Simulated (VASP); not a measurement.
A run of VASP 6.6.1 is set up as follows.

Contents of POSCAR:

```
ZnSe
1.0
    0.0000000000      2.5470854866      2.5470854866
    2.5470854866      0.0000000000      2.5470854866
    2.5470854866      2.5470854866      0.0000000000
Se Zn
1 1
Direct
    0.0000000000      0.0000000000      0.0000000000
    0.5000000000      0.5000000000      0.5000000000
```

File INCAR.step1:

```
  PREC = Accurate
  ENCUT = 520
  ISMEAR = 0
  SIGMA = 0.05
  LREAL = False
  LASPH = True
  NELM = 80
  NBANDS = 16
  GGA = PE
  ALGO = Normal
  EDIFF = 1E-4
  LWAVE = True
  LCHARG = False
```

Contents of INCAR.step2:

```
  PREC = Accurate
  ENCUT = 520
  EDIFF = 1E-6
  ISMEAR = 0
  SIGMA = 0.05
  LREAL = False
  LASPH = True
  NELM = 80
  ALGO = Normal
  ISIF = 2
  LWAVE = False
  LCHARG = False
  METAGGA = R2SCAN
  LMIXTAU = True
  NBANDS = 16
  ISTART = 1
```

Contents of KPOINTS:

```
regular mesh
0
Gamma
  12 12 12
```

Potentials or basis: VASP PAW PBE potentials, release 64 (Se, Zn).

Launch:

```bash
$ cat potpaw_PBE.64/Se/POTCAR potpaw_PBE.64/Zn/POTCAR > POTCAR
$ cp INCAR.step1 INCAR
$ mpirun -np 1 vasp_std > vasp.out
$ cp INCAR.step2 INCAR
$ mpirun -np 1 vasp_std > vasp.out
```

Estimate the band gap on the k mesh.

zero (bands 9 and 10 overlap by 0.73 eV).

Estimate the pressure.

14.2 GPa.

Caveat: the cell stands under pressure; semilocal functionals underestimate gaps, so a narrow gap can read as zero; the PAW data sets were made with another functional, which shifts forces and pressure a little.
